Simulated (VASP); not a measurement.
Wanted: the native input for a VASP 6.6.1 run.

| Quantity | Value |
| --- | --- |
| Task | single point |
| Functional | LDA |
| Potentials or basis | VASP PAW LDA potentials, release 64 (Mg, O) |
| Cutoff | 520 eV |
| k mesh | 10 × 10 × 10 |
| Occupations | gaussian, width 0.01 eV |
| Spin | no spin polarisation |
| Dipole correction | no |
| Further INCAR settings | ALGO = Normal; EDIFF = 1e-06; NBANDS = 11 |

The structure of MgO lies in POSCAR:

```
MgO
1.0
    2.0795922154      2.0795922154      0.0000000000
   -2.0795922154      2.0795922154      0.0000000000
    0.0000000000      2.0795922154      2.0795922154
Mg O
1 1
Direct
    0.0000000000      0.0000000000      0.0000000000
    0.5000000000      0.5000000000      0.0000000000
```

The input as run:

INCAR

```
ALGO = Normal
EDIFF = 1E-6
ENCUT = 520
GGA = CA
ISIF = 2
ISMEAR = 0
LASPH = T
LCHARG = F
LREAL = F
LWAVE = F
NBANDS = 11
NELM = 80
PREC = Accurate
SIGMA = 0.01
```

KPOINTS

```
k-points
0
Gamma
  10 10 10
```

Potentials or basis: VASP PAW LDA potentials, release 64 (Mg, O).

Run with:

```console
$ cat potpaw_LDA.64/Mg/POTCAR potpaw_LDA.64/O/POTCAR > POTCAR
$ mpirun -np 1 vasp_std > vasp.out
```

It gave:

```json
{
 "Pressure": "-1.7 GPa",
 "Band gap on the k mesh": "5.03 eV, direct"
}
```

Run time: 4.1 s on 1 thread of Intel(R) Xeon(R) Platinum 8375C CPU @ 2.90GHz (Ice Lake), with other jobs on the host, peak memory 0.13 GiB.
